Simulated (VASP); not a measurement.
# Bi2Te2O3 (P6/mmm) in VASP: further runs, part 2 of 2

VASP 6.6.1. Earlier steps stand in the parts before.

**3. Single point, PBE**

This run uses another cell than the first one, of 28.13 Å³/atom, 1.255 times its volume.

The input, INCAR:

```
SYSTEM = Bi2Te2O3
ALGO = Normal
EDIFF = 1E-6
ENCUT = 520
GGA = PE
ISIF = 2
ISMEAR = 0
LASPH = .True.
LCHARG = .False.
LREAL = .False.
LWAVE = .False.
NBANDS = 39
NELM = 60
PREC = Accurate
SIGMA = 0.15
```

The input, KPOINTS:

```
k-points
0
Gamma
  3 3 2
  0 0 0
```

The input, POSCAR:

```
Bi2Te2O3
1.0
    4.3631419617      0.0000000026      0.0000000000
   -2.1815709831      3.7785917778      0.0000000000
    0.0000000000      0.0000000000     11.9438865060
Bi Te O
2 2 3
Direct
    0.0000000000      0.0000000000      0.2365230199
    0.0000000000      0.0000000000      0.7634769801
    0.0000000000      0.0000000000      0.5000000000
    0.0000000000      0.0000000000      0.0000000000
    0.5000000000      0.0000000000      0.5000000000
    0.0000000000      0.5000000000      0.5000000000
    0.5000000000      0.5000000000      0.5000000000
```

Potentials or basis: VASP PAW PBE potentials, release 64 (Bi_d, Te, O).

Command:

```console
$ cat potpaw_PBE.64/Bi_d/POTCAR potpaw_PBE.64/Te/POTCAR potpaw_PBE.64/O/POTCAR > POTCAR
$ mpirun -np 1 vasp_std > vasp.out
```

OUTCAR:

```text
SYSTEM = Bi2Te2O3
   EDIFF = 1E-6
   ENCUT = 520
   GGA = PE
   ISIF = 2
   ISMEAR = 0
   LASPH = .True.
   LREAL = .False.
   NELM = 60
   PREC = Accurate

 ion  position               nearest neighbor table
   1  0.000  0.000  0.237-   4 2.83   3 3.15
   2  0.000  0.000  0.763-   4 2.83   3 3.15
   3  0.000  0.000  0.500-   6 2.18   6 2.18   7 2.18   7 2.18   5 2.18   5 2.18   1 3.15   2 3.15

   4  0.000  0.000  0.000-   1 2.83   2 2.83
   5  0.500  0.000  0.500-   3 2.18   3 2.18
   6  0.000  0.500  0.500-   3 2.18   3 2.18
   7  0.500  0.500  0.500-   3 2.18   3 2.18

  LATTYP: Found a hexagonal cell.
 ALAT       =     4.3631419617
 C/A-ratio  =     2.7374508120

  Lattice vectors:

 A1 = (   4.3631419617,   0.0000000026,   0.0000000000)
 A2 = (  -2.1815709831,   3.7785917778,   0.0000000000)
 A3 = (   0.0000000000,   0.0000000000,  11.9438865060)

Analysis of symmetry for initial positions (statically):
=====================================================================
 Subroutine PRICEL returns:
 Original cell was already a primitive cell.

 Routine SETGRP: Setting up the symmetry group for a
 hexagonal supercell.

 Subroutine GETGRP returns: Found 24 space group operations
 (whereof 24 operations were pure point group operations)
 out of a pool of 24 trial point group operations.

The static configuration has the point symmetry D_6h.

Analysis of symmetry for dynamics (positions and initial velocities):
=====================================================================
 Subroutine PRICEL returns:
 Original cell was already a primitive cell.

 Routine SETGRP: Setting up the symmetry group for a
 hexagonal supercell.

 Subroutine GETGRP returns: Found 24 space group operations
 (whereof 24 operations were pure point group operations)
 out of a pool of 24 trial point group operations.

The dynamic configuration has the point symmetry D_6h.

 Subroutine INISYM returns: Found 24 space group operations
 (whereof 24 operations are pure point group operations),
 and found     1 'primitive' translations

----------------------------------------------------------------------------------------

                                     Primitive cell

  volume of cell :     196.9133

  direct lattice vectors                    reciprocal lattice vectors
     4.363141962  0.000000003  0.000000000     0.229192634  0.132324429  0.000000000
    -2.181570983  3.778591778  0.000000000    -0.000000000  0.264648858  0.000000000
     0.000000000  0.000000000 11.943886506     0.000000000  0.000000000  0.083724841

  length of vectors
     4.363141962  4.363141962 11.943886506     0.264648858  0.264648858  0.083724841

  position of ions in fractional coordinates (direct lattice)
     0.000000000  0.000000000  0.236523020
     0.000000000  0.000000000  0.763476980
     0.000000000  0.000000000  0.500000000
     0.000000000  0.000000000  0.000000000
     0.500000000  0.000000000  0.500000000
     0.000000000  0.500000000  0.500000000
     0.500000000  0.500000000  0.500000000

[... 29 lines left out ...]
     0.000000000  0.000000000  0.000000000

 Subroutine IBZKPT returns following result:
 ===========================================

 Found      6 irreducible k-points:

 Following reciprocal coordinates:
            Coordinates               Weight
  0.000000  0.000000  0.000000      1.000000
  0.333333  0.000000  0.000000      6.000000
  0.333333  0.333333  0.000000      2.000000
  0.000000  0.000000  0.500000      1.000000
  0.333333  0.000000  0.500000      6.000000
  0.333333  0.333333  0.500000      2.000000
   k-points           NKPTS =      6   k-points in BZ     NKDIM =      6   number of bands    NBANDS=     39
   number of dos      NEDOS =    301   number of ions     NIONS =      7
   total plane-waves  NPLWV =  92160
   dimension x,y,z NGX =    32 NGY =   32 NGZ =   90
   dimension x,y,z NGXF=    64 NGYF=   64 NGZF=  180
   ions per type =               2   2   3
   NGX,Y,Z   is equivalent  to a cutoff of  12.19, 12.19, 12.53 a.u.
   NGXF,Y,Z  is equivalent  to a cutoff of  24.39, 24.39, 25.05 a.u.
 SYSTEM =  Bi2Te2O3
   PREC   = accura    normal or accurate (medium, high low for compatibility)
   ISTART =      0    job   : 0-new  1-cont  2-samecut
   ICHARG =      2    charge: 1-file 2-atom 10-const
   ISPIN  =      1    spin polarized calculation?
   LNONCOLLINEAR =      F non collinear calculations
   LSORBIT =      F    spin-orbit coupling
   LASPH  =      T    aspherical Exc in radial PAW
   ENCUT  =  520.0 eV  38.22 Ry    6.18 a.u.   8.11  8.11 22.21*2*pi/ulx,y,z
   NELM   =     60;   NELMIN=  2; NELMDL= -5     # of ELM steps
   EDIFF  = 0.1E-05   stopping-criterion for ELM
   LREAL  =      F    real-space projection
   EDIFFG = 0.1E-04   stopping-criterion for IOM
   NSW    =      0    number of steps for IOM
   IBRION =     -1    ionic relax: 0-MD 1-quasi-New 2-CG
   NFREE  =      0    steps in history (QN), initial steepest desc. (CG)
   ISIF   =      2    stress and relaxation
   ISYM   =      2    0-nonsym 1-usesym 2-fastsym
   POTIM  = 0.5000    time-step for ionic-motion
   TEBEG  =    0.0;   TEEND  =   0.0 temperature during run
   PSTRESS=    0.0 pullay stress
   NELECT =      60.0000    total number of electrons
   NUPDOWN=      -1.0000    fix difference up-down
   EMIN   =  10.00;   EMAX   =-10.00  energy-range for DOS
   EFERMI =   0.00;   METHOD = LEGACY
   ISMEAR =     0;   SIGMA  =   0.15  broadening in eV -4-tet -1-fermi 0-gaus
   EFERMI_NEDOS =   21; number of points for ismear=-14 and -15
   IALGO  =     38    algorithm
   IMIX   =      4    mixing-type and parameters
     AMIX     =   0.40;   BMIX     =  1.00
     AMIX_MAG =   1.60;   BMIX_MAG =  1.00
  volume/ion in A,a.u.               =      28.13       189.83
  Fermi-wavevector in a.u.,A,eV,Ry     =   1.101624  2.081768 16.511711  1.213577
  Thomas-Fermi vector in A             =   2.238055
   LORBIT       =      0    0 simple, 1 ext, 2 COOP (PROOUT), +10 PAW based schemes
   GGA     = PE    functional components
   LHFCALC =     F    Hartree Fock is set to
   AEXX    =    0.0000 exact exchange contribution
   IVDW    =     0    specifies the selected vdW correction
   LEPSILON=     F    determine dielectric tensor
   LRPA    =     F    only Hartree local field effects (RPA)
 non-spin polarized calculation
 Gauss-broadening in eV      SIGMA  =   0.15
  energy-cutoff  :      520.00
  volume of cell :      196.91
 maximum number of plane-waves:      5312
   NGX = 17   NGY = 17   NGZ = 45

 number of electron      60.0000013 magnetization

 Free energy of the ion-electron system (eV)
  ---------------------------------------------------
  ext. energy  EPLUGINS =         0.00000000
  ---------------------------------------------------
  free energy    TOTEN  =       -25.33871178 eV

  energy without entropy =      -25.27194418  energy(sigma->0) =      -25.30532798

 E-fermi :   3.4099     XC(G=0):  -8.5736

 val. band max:        3.4011463749   @ k =   0.3333   0.3333   0.0000
 cond. band min:       3.4800542698   @ k =   0.3333   0.0000   0.5000
 fundamental gap:      0.0789078948
 Fermi energy:         3.4099194719

 k-point     1 :       0.0000    0.0000    0.0000
  band No.  band energies     occupation
      1     -19.5838      2.00000
      2     -19.5817      2.00000
      3     -19.5193      2.00000
      4     -19.5193      2.00000
      5     -19.5186      2.00000
      6     -19.5186      2.00000
[... 241 lines left out ...]
     38       8.2189      0.00000
     39       9.7344      0.00000

------------------------ aborting loop because EDIFF is reached ----------------------------------------

  FORCE on cell =-STRESS in cart. coord.  units (eV):
  Direction    XX          YY          ZZ          XY          YZ          ZX
  --------------------------------------------------------------------------------------
  -------------------------------------------------------------------------------------
  Total       -0.3542097     -0.3542097     -0.5391126     -0.0000000      0.0000000     -0.0000000
  in kB       -2.8820140     -2.8820140     -4.3864695     -0.0000000      0.0000000     -0.0000000
  external PRESSURE =      -3.3834992 kB  Pullay stress =       0.0000000 kB

 VOLUME and BASIS-vectors are now :
 -----------------------------------------------------------------------------
  energy-cutoff  :      520.00
  volume of cell :      196.91
      direct lattice vectors                 reciprocal lattice vectors
     4.363141962  0.000000003  0.000000000     0.229192634  0.132324429  0.000000000
    -2.181570983  3.778591778  0.000000000    -0.000000000  0.264648858  0.000000000
     0.000000000  0.000000000 11.943886506     0.000000000  0.000000000  0.083724841

 POSITION                                       TOTAL-FORCE (eV/Angst)
 -----------------------------------------------------------------------------------
      0.00000      0.00000      2.82500        -0.000000      0.000000      0.011373
      0.00000      0.00000      9.11888        -0.000000     -0.000000     -0.011373
      0.00000      0.00000      5.97194         0.000000     -0.000000      0.000000
      0.00000      0.00000      0.00000         0.000000     -0.000000      0.000000
      2.18157      0.00000      5.97194         0.000000     -0.000000      0.000000
     -1.09079      1.88930      5.97194         0.000000     -0.000000      0.000000
      1.09079      1.88930      5.97194         0.000000     -0.000000      0.000000
 -----------------------------------------------------------------------------------
    total drift:                                0.000000      0.000000     -0.000000

  FREE ENERGIE OF THE ION-ELECTRON SYSTEM (eV)
  ---------------------------------------------------
  free  energy   TOTEN  =       -25.3387117824 eV

  energy  without entropy=      -25.2719441800  energy(sigma->0) =      -25.30532798
```

Run time: 75 s. Hardware: 1 thread of AMD EPYC 7R43 (Zen 3), shared host; peak memory 0.27 GiB.

What came out:

| Item | Value |
| --- | --- |
| Free energy | -25.3387 eV |
| Pressure | -0.3 GPa |
| Largest force | 0.011 eV/Å |
| Band gap on the k mesh | zero (band 30 reaches 4.77 eV, above the bottom of band 31 at 3.28 eV) |

Forces on the atoms (eV/Å):
```
Bi   0.000  0.000  0.011
Bi   0.000  0.000 -0.011
Te   0.000  0.000  0.000
Te   0.000  0.000  0.000
O    0.000  0.000  0.000
O    0.000  0.000  0.000
O    0.000  0.000  0.000
```

Levels at points of the mesh, in eV from the Fermi level:
```tsv
k point	band 28	band 29	band 30	band 31	band 32	band 33
(0.00, 0.00, 0.00)	0.35	0.72	1.36	1.36	1.37	1.37
(0.00, 0.00, 0.50)	-0.35	1.34	1.34	1.44	1.44	2.13
```

Caveat: the k points lie up to 0.55 Å⁻¹ apart; spin-orbit coupling is left out, which moves the levels of the heavy elements.
